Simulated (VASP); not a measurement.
# PbS in VASP: relaxation of cell and atoms with PBE+D3(BJ)

Aim: the relaxation of cell and atoms of PbS with PBE+D3(BJ).

Program: VASP 6.6.1. These are calculated values, not measurements. Logs are shortened: lines on timing, memory, paths and dates and some standing lists are left out, and cuts for length are marked.

**1. The cell of the first run**

The typed cell holds 4 atoms: a = 4.193 Å, b = 4.193 Å, c = 5.950 Å, α = 90.00°, β = 90.00°, γ = 90.00°.

**2. Relaxation of cell and atoms, PBE+D3(BJ)**

INCAR

```
ALGO = Normal ; EDIFF = 1E-6
EDIFFG = -0.005 ; ENCUT = 600
GGA = PE ; IBRION = 2
ISIF = 3 ; ISMEAR = 0
IVDW = 12 ; LASPH = True
LCHARG = False ; LREAL = False
LWAVE = False ; NELM = 60
NSW = 100 ; PREC = Accurate
SIGMA = 0.02
```

KPOINTS

```
k-points
0
Gamma
  8 8 6
```

POSCAR

```
PbS
1.0
    2.9590534310     -2.9645926788      0.1814803641
    2.9590534310      2.9645926788      0.1814803641
   -0.3641963768      0.0000000000      5.9387846209
Pb S
2 2
Direct
    0.7500168789      0.7500168789      0.7499299727
    0.2499831211      0.2499831211      0.2500700273
    0.2500274692      0.2500274692      0.7497205614
    0.7499725308      0.7499725308      0.2502794386
```

Potentials or basis: VASP PAW PBE potentials, release 64 (Pb_d, S).

Started as:

```bash
cat potpaw_PBE.64/Pb_d/POTCAR potpaw_PBE.64/S/POTCAR > POTCAR
mpirun -np 1 vasp_std > vasp.out
```

OUTCAR:

```text
EDIFF = 1E-6
   EDIFFG = -0.005
   ENCUT = 600
   GGA = PE
   IBRION = 2
   ISIF = 3
   ISMEAR = 0
   IVDW = 12
   LASPH = True
   LREAL = False
   NELM = 60
   NSW = 100
   PREC = Accurate
 IVDW          = 12

 ion  position               nearest neighbor table
   1  0.750  0.750  0.750-   3 2.96   3 2.96   3 2.96   3 2.96   4 2.97   4 2.98
   2  0.250  0.250  0.250-   4 2.96   4 2.96   4 2.96   4 2.96   3 2.97   3 2.98
   3  0.250  0.250  0.750-   1 2.96   1 2.96   1 2.96   1 2.96   2 2.97   2 2.98
   4  0.750  0.750  0.250-   2 2.96   2 2.96   2 2.96   2 2.96   1 2.97   1 2.98

  LATTYP: Found a simple tetragonal cell.
 ALAT       =     4.1925817918
 C/A-ratio  =     1.4191592724

  Lattice vectors:

 A1 = (   2.9590534310,  -2.9645926788,   0.1814803641)
 A2 = (   2.9590534310,   2.9645926788,   0.1814803641)
 A3 = (  -0.3641963768,   0.0000000000,   5.9387846209)

Analysis of symmetry for initial positions (statically):
=====================================================================
 Subroutine PRICEL returns:
 Original cell was already a primitive cell.

 Routine SETGRP: Setting up the symmetry group for a
 simple tetragonal supercell.

 Subroutine GETGRP returns: Found  4 space group operations
 (whereof  4 operations were pure point group operations)
 out of a pool of 16 trial point group operations.

The static configuration has the point symmetry C_2h.

Analysis of symmetry for dynamics (positions and initial velocities):
=====================================================================
 Subroutine PRICEL returns:
 Original cell was already a primitive cell.

 Routine SETGRP: Setting up the symmetry group for a
 simple tetragonal supercell.

 Subroutine GETGRP returns: Found  4 space group operations
 (whereof  4 operations were pure point group operations)
 out of a pool of 16 trial point group operations.

The dynamic configuration has the point symmetry C_2h.

 Subroutine INISYM returns: Found  4 space group operations
 (whereof  4 operations are pure point group operations),
 and found     1 'primitive' translations

----------------------------------------------------------------------------------------

                                     Primitive cell

  volume of cell :     104.5865

  direct lattice vectors                    reciprocal lattice vectors
     2.959053431 -2.964592679  0.181480364     0.168339811 -0.168657234  0.010323451
     2.959053431  2.964592679  0.181480364     0.168339811  0.168657234  0.010323451
    -0.364196377  0.000000000  5.938784621    -0.010288425  0.000000000  0.167753683

  length of vectors
[... 70 lines left out ...]
   total plane-waves  NPLWV =  62208
   dimension x,y,z NGX =    36 NGY =   36 NGZ =   48
   dimension x,y,z NGXF=    72 NGYF=   72 NGZF=   96
   ions per type =               2   2
   NGX,Y,Z   is equivalent  to a cutoff of  14.27, 14.27, 13.41 a.u.
   NGXF,Y,Z  is equivalent  to a cutoff of  28.55, 28.55, 26.82 a.u.
 SYSTEM =  unknown system
   PREC   = accura    normal or accurate (medium, high low for compatibility)
   ISTART =      0    job   : 0-new  1-cont  2-samecut
   ICHARG =      2    charge: 1-file 2-atom 10-const
   ISPIN  =      1    spin polarized calculation?
   LNONCOLLINEAR =      F non collinear calculations
   LSORBIT =      F    spin-orbit coupling
   LASPH  =      T    aspherical Exc in radial PAW
   ENCUT  =  600.0 eV  44.10 Ry    6.64 a.u.   8.37  8.37 11.88*2*pi/ulx,y,z
   NELM   =     60;   NELMIN=  2; NELMDL= -5     # of ELM steps
   EDIFF  = 0.1E-05   stopping-criterion for ELM
   LREAL  =      F    real-space projection
   EDIFFG = -.5E-02   stopping-criterion for IOM
   NSW    =    100    number of steps for IOM
   IBRION =      2    ionic relax: 0-MD 1-quasi-New 2-CG
   NFREE  =      1    steps in history (QN), initial steepest desc. (CG)
   ISIF   =      3    stress and relaxation
   ISYM   =      2    0-nonsym 1-usesym 2-fastsym
   POTIM  = 0.5000    time-step for ionic-motion
   TEBEG  =    0.0;   TEEND  =   0.0 temperature during run
   PSTRESS=    0.0 pullay stress
   NELECT =      40.0000    total number of electrons
   NUPDOWN=      -1.0000    fix difference up-down
   EMIN   =  10.00;   EMAX   =-10.00  energy-range for DOS
   EFERMI =   0.00;   METHOD = LEGACY
   ISMEAR =     0;   SIGMA  =   0.02  broadening in eV -4-tet -1-fermi 0-gaus
   EFERMI_NEDOS =   21; number of points for ismear=-14 and -15
   IALGO  =     38    algorithm
   IMIX   =      4    mixing-type and parameters
     AMIX     =   0.40;   BMIX     =  1.00
     AMIX_MAG =   1.60;   BMIX_MAG =  1.00
  volume/ion in A,a.u.               =      26.15       176.45
  Fermi-wavevector in a.u.,A,eV,Ry     =   1.188328  2.245614 19.213098  1.412123
  Thomas-Fermi vector in A             =   2.324460
   LORBIT       =      0    0 simple, 1 ext, 2 COOP (PROOUT), +10 PAW based schemes
   GGA     = PE    functional components
   LHFCALC =     F    Hartree Fock is set to
   AEXX    =    0.0000 exact exchange contribution
   IVDW    =    12    specifies the selected vdW correction
   LEPSILON=     F    determine dielectric tensor
   LRPA    =     F    only Hartree local field effects (RPA)
 conjugate gradient relaxation of ions
 non-spin polarized calculation
 Gauss-broadening in eV      SIGMA  =   0.02
  energy-cutoff  :      600.00
  volume of cell :      104.59
 maximum number of plane-waves:      3547
 NGX is ok and might be reduce to    36
   NGX = 17   NGY = 17   NGZ = 23

--------------------------------------- Ionic step        1  -------------------------------------------

 number of electron      39.9999998 magnetization

 Free energy of the ion-electron system (eV)
  ---------------------------------------------------
  ext. energy  EPLUGINS =         0.00000000
  ---------------------------------------------------
  free energy    TOTEN  =       -17.51442991 eV

  energy without entropy =      -17.51442991  energy(sigma->0) =      -17.51442991

------------------------ aborting loop because EDIFF is reached ----------------------------------------

 Edisp (eV)   -1.38551

 E8    (eV) :    -0.6239
[... 201 lines left out ...]
--------------------------------------- Ionic step        6  -------------------------------------------

 number of electron      39.9999997 magnetization

 Free energy of the ion-electron system (eV)
  ---------------------------------------------------
  ext. energy  EPLUGINS =         0.00000000
  ---------------------------------------------------
  free energy    TOTEN  =       -17.51308411 eV

  energy without entropy =      -17.51308411  energy(sigma->0) =      -17.51308411

 E-fermi :   5.9087     XC(G=0):  -9.6766

 val. band max:        5.8068881011   @ k =   0.5000  -0.0000   0.5000
 cond. band min:       6.1753756497   @ k =   0.5000  -0.0000   0.5000
 fundamental gap:      0.3684875487
 Fermi energy:         5.9087342475

 k-point     1 :       0.0000    0.0000    0.0000
  band No.  band energies     occupation
      1     -11.1523      2.00000
      2     -11.0401      2.00000
      3     -11.0150      2.00000
      4     -11.0150      2.00000
      5     -11.0148      2.00000
      6     -10.9986      2.00000
[... 637 lines left out ...]
     23      10.0559      0.00000
     24      10.1924      0.00000

 [... further k-points ...]

------------------------ aborting loop because EDIFF is reached ----------------------------------------

 Edisp (eV)   -1.38719

 E8    (eV) :    -0.6246
[... 27 lines left out ...]
  FREE ENERGIE OF THE ION-ELECTRON SYSTEM (eV)
  ---------------------------------------------------
  free  energy   TOTEN  =       -18.9002698733 eV

  energy  without entropy=      -18.9002698733  energy(sigma->0) =      -18.90026987

 reached required accuracy - stopping structural energy minimisation
```

OSZICAR:

```text
N       E                     dE             d eps       ncg     rms          rms(c)
DAV:   1     0.430096489418E+03    0.43010E+03   -0.21072E+04  5472   0.200E+03
DAV:   2     0.315645202151E+02   -0.39853E+03   -0.39362E+03  5552   0.475E+02
DAV:   3    -0.164776618182E+02   -0.48042E+02   -0.47259E+02  7320   0.175E+02
[... 36 lines left out ...]
DAV:   1    -0.175131714682E+02   -0.73462E-03   -0.30645E-03  6712   0.784E-01    0.514E-02
DAV:   2    -0.175131019322E+02    0.69536E-04   -0.17313E-04  6816   0.189E-01    0.207E-02
DAV:   3    -0.175130863920E+02    0.15540E-04   -0.60340E-05  6992   0.110E-01    0.526E-03
DAV:   4    -0.175130846766E+02    0.17153E-05   -0.34812E-06  5696   0.171E-02    0.180E-03
DAV:   5    -0.175130841126E+02    0.56400E-06   -0.39318E-07  3664   0.739E-03
   6 F= -.18900270E+02 E0= -.18900270E+02  d E =-.515336E-05
```

Wall time 8.2 min (1 thread of Oxide Virtual Turin-like, shared host); peak memory 0.44 GiB.

Results:

```yaml
Free_energy: -18.9003 eV
Relaxed_volume: 26.12 Å³/atom
Relaxed_cell: a = 4.195 Å, b = 4.195 Å, c = 5.935 Å, α = 90.00°, β = 90.00°, γ = 90.00°
Space_group_after_relaxing_to_0.1_Å: Fm-3m (No. 225)
Energy_gained_by_relaxing: 0.1 meV/atom
Ionic_steps: 6
Pressure_after_relaxing: 0.0 GPa
Band_gap_on_the_k_mesh: 0.37 eV
Dispersion_energy_per_atom: -0.347 eV
```

Forces in eV/Å, atoms in the order of the input:
```
Pb   0.000  0.000  0.000
Pb   0.000  0.000  0.000
S    0.000  0.000  0.002
S    0.000  0.000 -0.002
```

The path:
```
step  energy change (eV)  largest force (eV/Å)  pressure (GPa)  volume (Å³)
   1              0.0000                0.0021           -0.08       104.59
   2             -0.0003                0.0021            0.03       104.40
   3             -0.0003                0.0021            0.03       104.41
   4             -0.0003                0.0021            0.03       104.42
   5             -0.0003                0.0021            0.01       104.41
   6             -0.0003                0.0020            0.00       104.46
```

Final structure:
```cif
data_structure
_symmetry_space_group_name_H-M 'P 1'
_symmetry_Int_Tables_number 1
_cell_length_a 4.1955
_cell_length_b 4.1955
_cell_length_c 5.9347
_cell_angle_alpha 90.000
_cell_angle_beta 90.000
_cell_angle_gamma 90.000
_cell_volume 104.46
loop_
_atom_site_label
_atom_site_type_symbol
_atom_site_fract_x
_atom_site_fract_y
_atom_site_fract_z
_atom_site_occupancy
Pb1 Pb 0.75002 0.75002 0.74994 1
Pb2 Pb 0.24998 0.24998 0.25006 1
S1 S 0.25003 0.25003 0.74975 1
S2 S 0.74997 0.74997 0.25025 1
```

Caveat: spin-orbit coupling is left out, which moves the levels of the heavy elements. A k mesh can miss the band edges.
